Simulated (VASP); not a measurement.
Here is a VASP 6.6.1 calculation.

POSCAR

```
LiCl
1.0
    0.0000000000      2.8429108541      2.8429108541
    2.8429108541      0.0000000000      2.8429108541
    2.8429108541      2.8429108541      0.0000000000
Li Cl
1 1
Direct
    0.0000000000      0.0000000000      0.0000000000
    0.2500000000      0.2500000000      0.2500000000
```

Contents of INCAR.step1:

```
SYSTEM = LiCl
ALGO = Normal
EDIFF = 1E-4
ENCUT = 520
GGA = PE
ISMEAR = 0
LASPH = .TRUE.
LCHARG = .FALSE.
LREAL = .FALSE.
LWAVE = .TRUE.
NBANDS = 12
NELM = 60
PREC = Accurate
SIGMA = 0.01
```

File INCAR.step2:

```
SYSTEM = LiCl
ALGO = Normal
EDIFF = 1E-6
ENCUT = 520
ISIF = 2
ISMEAR = 0
ISTART = 1
LASPH = .TRUE.
LCHARG = .FALSE.
LMIXTAU = .TRUE.
LREAL = .FALSE.
LWAVE = .FALSE.
METAGGA = R2SCAN
NBANDS = 12
NELM = 60
PREC = Accurate
SIGMA = 0.01
```

File KPOINTS:

```
k-points
0
G
  8 8 8
  0 0 0
```

Potentials or basis: VASP PAW PBE potentials, release 64 (Li_sv, Cl).

The run is started by

```bash
$ cat potpaw_PBE.64/Li_sv/POTCAR potpaw_PBE.64/Cl/POTCAR > POTCAR
$ cp INCAR.step1 INCAR
$ mpirun -np 1 vasp_std > vasp.out
$ cp INCAR.step2 INCAR
$ mpirun -np 1 vasp_std > vasp.out
```

Estimate the band gap on the k mesh.

6.34 eV, direct.

Caveat: the cell differs from its parent crystal (strain +4.0%). A k mesh can miss the band edges.
